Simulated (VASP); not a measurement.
Runs of VASP 6.6.1 on Yb. The structure is that of space group Fm-3m (No. 225), or close to it. The cells are those of the table. 

| level | spin | fixed moment (μB) | cell | k mesh | smearing | gap on the mesh (eV) | pressure (GPa) | moment (μB) |
| --- | --- | --- | --- | --- | --- | --- | --- | --- |
| PBE | collinear, ferromagnetic start | 0.5 | a = 3.879 Å, angles 60.0°, 1 atom | 7 × 7 × 7 | fermi-dirac 0.05 eV | - | 0.9 | 0.50 |
| PBE | collinear, ferromagnetic start | 1.0 | a = 3.879 Å, angles 60.0°, 1 atom | 7 × 7 × 7 | fermi-dirac 0.05 eV | - | -2.5 | 1.00 |
| PBE | collinear, ferromagnetic start | 0.2 | a = 3.879 Å, angles 60.0°, 1 atom | 7 × 7 × 7 | fermi-dirac 0.05 eV | - | -1.0 | 0.20 |
| LDA | collinear, ferromagnetic start | - | a = 3.879 Å, angles 60.0°, 1 atom | 8 × 8 × 8 | gaussian 0.02 eV | none | (a) | 0.00 |
| PBE | collinear, ferromagnetic start | 1.2 | a = 3.879 Å, angles 60.0°, 1 atom | 7 × 7 × 7 | fermi-dirac 0.05 eV | - | -2.4 | 1.20 |
| BLYP+D3(BJ) | collinear, ferromagnetic start | 1.0 | a = 3.512 Å, angles 60.0°, 1 atom | 8 × 8 × 8 | fermi-dirac 0.025 eV | - | (b) | 1.00 |
| PBE | collinear, ferromagnetic start | 1.5 | a = 3.879 Å, angles 60.0°, 1 atom | 7 × 7 × 7 | fermi-dirac 0.05 eV | - | -2.7 | 1.50 |
| PBEsol | collinear, ferromagnetic start | - | a = 3.879 Å, angles 60.0°, 1 atom | 8 × 8 × 8 | gaussian 0.1 eV | none | 3.1 | 0.01 |
| PBE | collinear, zero start | 0.0 | a = 3.879 Å, angles 60.0°, 1 atom | 7 × 7 × 7 | fermi-dirac 0.05 eV | - | -2.5 | 0.00 |
| PBE | collinear, ferromagnetic start | 2.0 | a = 3.879 Å, angles 60.0°, 1 atom | 7 × 7 × 7 | fermi-dirac 0.05 eV | - | -2.7 | 2.00 |
| PBE | collinear, ferromagnetic start | - | a = 3.879 Å, angles 60.0°, 1 atom | 8 × 8 × 8 | fermi-dirac 0.05 eV | none | 6.9 | 0.01 |

Alike in all rows: task single point; potentials or basis VASP PAW PBE potentials, release 64 (Yb); cutoff (eV) 520.

Estimate the missing entries.

(a) -5.5; (b) -0.7.

Caveats: spin-orbit coupling is left out, which moves the levels of the heavy elements; the total moment is fixed, so each spin has its own Fermi level (some runs); the PAW data sets were made with another functional, which shifts forces and pressure a little (some runs); three body term missing (some runs).

A k mesh can miss the band edges, and the runs leave out spin-orbit coupling on Yb.

A gap of «none» marks levels without a gap at the run's occupations.
